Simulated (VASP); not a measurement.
# Al2BN3 (P-4m2) in VASP: single point with PBE

Aim: the single point of Al2BN3 with PBE.

Program: VASP 6.6.1. These are calculated values, not measurements. Logs are shortened: lines on timing, memory, paths and dates and some standing lists are left out, and cuts for length are marked.

## (1) The cell of the first run

Symmetry: P-4m2, No. 115, tetragonal system. Conventional cell: a = 3.148 Å, b = 3.148 Å, c = 6.949 Å, α = 90.00°, β = 90.00°, γ = 90.00°. Al (site symmetry 2mm) has 7 N at 2.38 to 2.45 Å and 2 B at 2.41 Å and 4 Al at 3.15 Å within 3.2 Å. Within 2.9 Å of B (site symmetry -4m2) lie 4 N at 2.23 Å and 4 Al at 2.41 Å. Within 2.9 Å of N (site symmetry -4m2) lie 4 B at 2.23 Å and 4 Al at 2.41 Å. N (site symmetry 2mm) has 5 Al at 2.38 to 2.45 Å and 10 N at 2.75 to 3.15 Å and 2 B at 3.09 Å within 3.2 Å.

The cell was generated, and may not be a known phase.

## (2) Single point, PBE

The input, INCAR:

```
PREC     = Accurate       # precision mode
ENCUT    = 600            # plane-wave cutoff, eV
EDIFF    = 1E-6           # SCF threshold, eV
ISMEAR   = 0              # smearing method
SIGMA    = 0.1            # smearing width, eV
LREAL    = False          # projectors in reciprocal space
LASPH    = True           # aspherical terms in the spheres
NELM     = 120            # most SCF steps
ALGO     = Normal         # electronic algorithm
ISIF     = 2              # what is computed and relaxed
LWAVE    = False          # write WAVECAR
LCHARG   = True           # write CHGCAR
GGA      = PE             # functional
LELF     = True           # ELF
LVHAR    = True         
NBANDS   = 21             # bands
GGA_COMPAT= False
```

The input, KPOINTS:

```
regular mesh
0
Gamma
  6 6 4
```

The input, POSCAR:

```
Al2BN3
1.0
    3.1482015100      0.0000000000      0.0000000000
    0.0000000000      3.1482015100      0.0000000000
    0.0000000000      0.0000000000      6.9485897700
Al B N
2 1 3
Direct
    0.0000000000      0.5000000000      0.7365000200
    0.5000000000      0.0000000000      0.2634999800
    0.0000000000      0.0000000000      0.0000000000
    0.5000000000      0.5000000000      0.0000000000
    0.0000000000      0.5000000000      0.3835000100
    0.5000000000      0.0000000000      0.6164999900
```

Potentials or basis: VASP PAW PBE potentials, release 64 (Al, B, N).

Started as:

```bash
cat potpaw_PBE.64/Al/POTCAR potpaw_PBE.64/B/POTCAR potpaw_PBE.64/N/POTCAR > POTCAR
mpirun -np 1 vasp_std > vasp.out
```

OUTCAR:

```text
PREC = Accurate
   ENCUT = 600
   EDIFF = 1E-6
   ISMEAR = 0
   LREAL = False
   LASPH = True
   NELM = 120
   ISIF = 2
   GGA = PE

 ion  position               nearest neighbor table
   1  0.000  0.500  0.737-   6 2.38   6 2.38   6 2.38   6 2.38   4 2.41   4 2.41   3 2.41   3 2.41
                             5 2.45
   2  0.500  0.000  0.263-   5 2.38   5 2.38   5 2.38   5 2.38   4 2.41   3 2.41   3 2.41   4 2.41
                             6 2.45
   3  0.000  0.000  0.000-   1 2.41   2 2.41   1 2.41   2 2.41
   4  0.500  0.500  0.000-   1 2.41   2 2.41   2 2.41   1 2.41
   5  0.000  0.500  0.384-   2 2.38   2 2.38   2 2.38   2 2.38   1 2.45
   6  0.500  0.000  0.616-   1 2.38   1 2.38   1 2.38   1 2.38   2 2.45

  LATTYP: Found a simple tetragonal cell.
 ALAT       =     3.1482015100
 C/A-ratio  =     2.2071616915

  Lattice vectors:

 A1 = (   3.1482015100,   0.0000000000,   0.0000000000)
 A2 = (   0.0000000000,   3.1482015100,   0.0000000000)
 A3 = (   0.0000000000,   0.0000000000,   6.9485897700)

Analysis of symmetry for initial positions (statically):
=====================================================================
 Subroutine PRICEL returns:
 Original cell was already a primitive cell.

 Routine SETGRP: Setting up the symmetry group for a
 simple tetragonal supercell.

 Subroutine GETGRP returns: Found  8 space group operations
 (whereof  8 operations were pure point group operations)
 out of a pool of 16 trial point group operations.

The static configuration has the point symmetry D_2d.

Analysis of symmetry for dynamics (positions and initial velocities):
=====================================================================
 Subroutine PRICEL returns:
 Original cell was already a primitive cell.

 Routine SETGRP: Setting up the symmetry group for a
 simple tetragonal supercell.

 Subroutine GETGRP returns: Found  8 space group operations
 (whereof  8 operations were pure point group operations)
 out of a pool of 16 trial point group operations.

The dynamic configuration has the point symmetry D_2d.

 Subroutine INISYM returns: Found  8 space group operations
 (whereof  8 operations are pure point group operations),
 and found     1 'primitive' translations

----------------------------------------------------------------------------------------

                                     Primitive cell

  volume of cell :      68.8687

  direct lattice vectors                    reciprocal lattice vectors
     3.148201510  0.000000000  0.000000000     0.317641675  0.000000000  0.000000000
     0.000000000  3.148201510  0.000000000     0.000000000  0.317641675  0.000000000
     0.000000000  0.000000000  6.948589770     0.000000000  0.000000000  0.143914094

  length of vectors
     3.148201510  3.148201510  6.948589770     0.317641675  0.317641675  0.143914094

  position of ions in fractional coordinates (direct lattice)
     0.000000000  0.500000000  0.736500020
     0.500000000  0.000000000  0.263499980
     0.000000000  0.000000000  0.000000000
     0.500000000  0.500000000  0.000000000
     0.000000000  0.500000000  0.383500010
     0.500000000  0.000000000  0.616499990

  ion indices of the primitive-cell ions
   primitive index   ion index
                 1           1
                 2           2
                 3           3
                 4           4
                 5           5
                 6           6

----------------------------------------------------------------------------------------

 KPOINTS: regular mesh

Automatic generation of k-mesh.
 Grid dimensions read from file:
 generate k-points for:    6    6    4

 Generating k-lattice:

  Cartesian coordinates                     Fractional coordinates (reciprocal lattice)
     0.052940279  0.000000000  0.000000000     0.166666667  0.000000000  0.000000000
     0.000000000  0.052940279  0.000000000     0.000000000  0.166666667  0.000000000
     0.000000000  0.000000000  0.035978523     0.000000000  0.000000000  0.250000000

  Length of vectors
     0.052940279  0.052940279  0.035978523

  Shift w.r.t. Gamma in fractional coordinates (k-lattice)
     0.000000000  0.000000000  0.000000000

 Subroutine IBZKPT returns following result:
 ===========================================

 Found     30 irreducible k-points:

 Following reciprocal coordinates:
            Coordinates               Weight
  0.000000  0.000000  0.000000      1.000000
  0.166667  0.000000  0.000000      4.000000
  0.333333  0.000000  0.000000      4.000000
  0.500000  0.000000  0.000000      2.000000
  0.166667  0.166667  0.000000      4.000000
  0.333333  0.166667  0.000000      8.000000
[... 16 lines left out ...]
  0.333333  0.000000  0.500000      4.000000
  0.500000  0.000000  0.500000      2.000000
 [... further k-points ...]
   k-points           NKPTS =     30   k-points in BZ     NKDIM =     30   number of bands    NBANDS=     21
   number of dos      NEDOS =    301   number of ions     NIONS =      6
   total plane-waves  NPLWV =  43904
   dimension x,y,z NGX =    28 NGY =   28 NGZ =   56
   dimension x,y,z NGXF=    56 NGYF=   56 NGZF=  112
   ions per type =               2   1   3
   NGX,Y,Z   is equivalent  to a cutoff of  14.79, 14.79, 13.40 a.u.
   NGXF,Y,Z  is equivalent  to a cutoff of  29.57, 29.57, 26.80 a.u.
 SYSTEM =  unknown system
   PREC   = accura    normal or accurate (medium, high low for compatibility)
   ISTART =      0    job   : 0-new  1-cont  2-samecut
   ICHARG =      2    charge: 1-file 2-atom 10-const
   ISPIN  =      1    spin polarized calculation?
   LNONCOLLINEAR =      F non collinear calculations
   LSORBIT =      F    spin-orbit coupling
   LASPH  =      T    aspherical Exc in radial PAW
   ENCUT  =  600.0 eV  44.10 Ry    6.64 a.u.   6.29  6.29 13.88*2*pi/ulx,y,z
   NELM   =    120;   NELMIN=  2; NELMDL= -5     # of ELM steps
   EDIFF  = 0.1E-05   stopping-criterion for ELM
   LREAL  =      F    real-space projection
[... 7 lines left out ...]
   TEBEG  =    0.0;   TEEND  =   0.0 temperature during run
   PSTRESS=    0.0 pullay stress
   NELECT =      24.0000    total number of electrons
   NUPDOWN=      -1.0000    fix difference up-down
   EMIN   =  10.00;   EMAX   =-10.00  energy-range for DOS
   EFERMI =   0.00;   METHOD = LEGACY
   ISMEAR =     0;   SIGMA  =   0.10  broadening in eV -4-tet -1-fermi 0-gaus
   EFERMI_NEDOS =   21; number of points for ismear=-14 and -15
   IALGO  =     38    algorithm
   IMIX   =      4    mixing-type and parameters
     AMIX     =   0.40;   BMIX     =  1.00
     AMIX_MAG =   1.60;   BMIX_MAG =  1.00
  volume/ion in A,a.u.               =      11.48        77.46
  Fermi-wavevector in a.u.,A,eV,Ry     =   1.152050  2.177059 18.057914  1.327219
  Thomas-Fermi vector in A             =   2.288704
   LORBIT       =      0    0 simple, 1 ext, 2 COOP (PROOUT), +10 PAW based schemes
   GGA     = PE    functional components
   LHFCALC =     F    Hartree Fock is set to
   AEXX    =    0.0000 exact exchange contribution
   IVDW    =     0    specifies the selected vdW correction
   LEPSILON=     F    determine dielectric tensor
   LRPA    =     F    only Hartree local field effects (RPA)
 non-spin polarized calculation
 Gauss-broadening in eV      SIGMA  =   0.10
  energy-cutoff  :      600.00
  volume of cell :       68.87
 maximum number of plane-waves:      2328
 NGX is ok and might be reduce to    28
   NGX = 13   NGY = 13   NGZ = 27

 number of electron      24.0000000 magnetization

 Free energy of the ion-electron system (eV)
  ---------------------------------------------------
  ext. energy  EPLUGINS =         0.00000000
  ---------------------------------------------------
  free energy    TOTEN  =       -32.16189909 eV

  energy without entropy =      -32.14321101  energy(sigma->0) =      -32.15255505

 E-fermi :   5.1095     XC(G=0): -10.7197

 val. band max:        5.0871755436   @ k =   0.3333   0.3333   0.0000
 cond. band min:       5.1533253922   @ k =   0.5000   0.0000   0.5000
 fundamental gap:      0.0661498486
 Fermi energy:         5.1095473559

 k-point     1 :       0.0000    0.0000    0.0000
  band No.  band energies     occupation
      1     -10.3731      2.00000
      2      -8.8673      2.00000
      3      -7.4450      2.00000
      4      -1.0335      2.00000
      5       0.4982      2.00000
      6       2.0724      2.00000
[... 13 lines left out ...]
     20      13.2208      0.00000
     21      14.4170      0.00000

 k-point     2 :       0.1667    0.0000    0.0000
  band No.  band energies     occupation
      1     -10.1246      2.00000
      2      -8.6618      2.00000
      3      -7.3349      2.00000
      4      -1.2159      2.00000
      5      -0.6417      2.00000
      6       2.3472      2.00000
[... 13 lines left out ...]
     20      13.5678      0.00000
     21      14.3362      0.00000

 k-point     3 :       0.3333    0.0000    0.0000
  band No.  band energies     occupation
      1      -9.4972      2.00000
      2      -8.1399      2.00000
      3      -7.2235      2.00000
      4      -2.7834      2.00000
      5      -0.9327      2.00000
      6       0.9222      2.00000
[... 13 lines left out ...]
     20      12.9853      0.00000
     21      14.3400      0.00000
[... 457 lines left out ...]
 k-point    23 :       0.3333    0.0000    0.5000
  band No.  band energies     occupation
      1      -9.4141      2.00000
      2      -8.3745      2.00000
      3      -7.0710      2.00000
      4      -2.8393      2.00000
      5      -0.1738      2.00000
      6       0.3823      2.00000
[... 13 lines left out ...]
     20      13.7885      0.00000
     21      14.5031      0.00000

 k-point    24 :       0.5000    0.0000    0.5000
  band No.  band energies     occupation
      1      -9.0351      2.00000
      2      -7.6182      2.00000
      3      -7.5215      2.00000
      4      -3.7149      2.00000
      5      -0.1071      2.00000
      6       0.4386      2.00000
[... 13 lines left out ...]
     20      13.3604      0.00000
     21      14.8112      0.00000

 [... further k-points ...]

------------------------ aborting loop because EDIFF is reached ----------------------------------------

  FORCE on cell =-STRESS in cart. coord.  units (eV):
  Direction    XX          YY          ZZ          XY          YZ          ZX
  --------------------------------------------------------------------------------------
  -------------------------------------------------------------------------------------
  Total      -15.9443406    -15.9443406    -11.5447057      0.0000000      0.0000000      0.0000000
  in kB     -370.9329623   -370.9329623   -268.5787997      0.0000000      0.0000000      0.0000000
  external PRESSURE =    -336.8149081 kB  Pullay stress =       0.0000000 kB

 VOLUME and BASIS-vectors are now :
 -----------------------------------------------------------------------------
  energy-cutoff  :      600.00
  volume of cell :       68.87
      direct lattice vectors                 reciprocal lattice vectors
     3.148201510  0.000000000  0.000000000     0.317641675  0.000000000  0.000000000
     0.000000000  3.148201510  0.000000000     0.000000000  0.317641675  0.000000000
     0.000000000  0.000000000  6.948589770     0.000000000  0.000000000  0.143914094

 POSITION                                       TOTAL-FORCE (eV/Angst)
 -----------------------------------------------------------------------------------
      0.00000      1.57410      5.11764        -0.000000      0.000000     -2.401402
      1.57410      0.00000      1.83095        -0.000000      0.000000      2.401402
      0.00000      0.00000      0.00000        -0.000000      0.000000      0.000000
      1.57410      1.57410      0.00000        -0.000000     -0.000000      0.000000
      0.00000      1.57410      2.66478        -0.000000      0.000000     -1.222891
      1.57410      0.00000      4.28381         0.000000      0.000000      1.222891
 -----------------------------------------------------------------------------------
    total drift:                                0.000000      0.000000     -0.000000

  FREE ENERGIE OF THE ION-ELECTRON SYSTEM (eV)
  ---------------------------------------------------
  free  energy   TOTEN  =       -32.1618990896 eV

  energy  without entropy=      -32.1432110059  energy(sigma->0) =      -32.15255505
```

Wall time 2.2 min (1 thread of Intel Xeon 8259CL, shared host); peak memory 0.22 GiB.

What came out:

- Free energy: -32.1619 eV
- Pressure: -33.7 GPa
- Largest force: 2.401 eV/Å
- Band gap on the k mesh: zero (bands 12 and 13 overlap by 1.78 eV)

Forces in eV/Å, atoms in the order of the input:
```
Al   0.000  0.000 -2.401
Al   0.000  0.000  2.401
B    0.000  0.000  0.000
N    0.000  0.000  0.000
N    0.000  0.000 -1.223
N    0.000  0.000  1.223
```

Stress tensor (GPa, compression positive):
```
-37.09   0.00   0.00
  0.00 -37.09   0.00
  0.00   0.00 -26.86
```

Caveat: the stress differs along the axes, from -37 to -27 GPa; forces of over 1 eV/Å act on the atoms, so gaps and moduli don't describe the material at rest.

The gap in the log of VASP goes by the Fermi energy; the results here count the filled bands.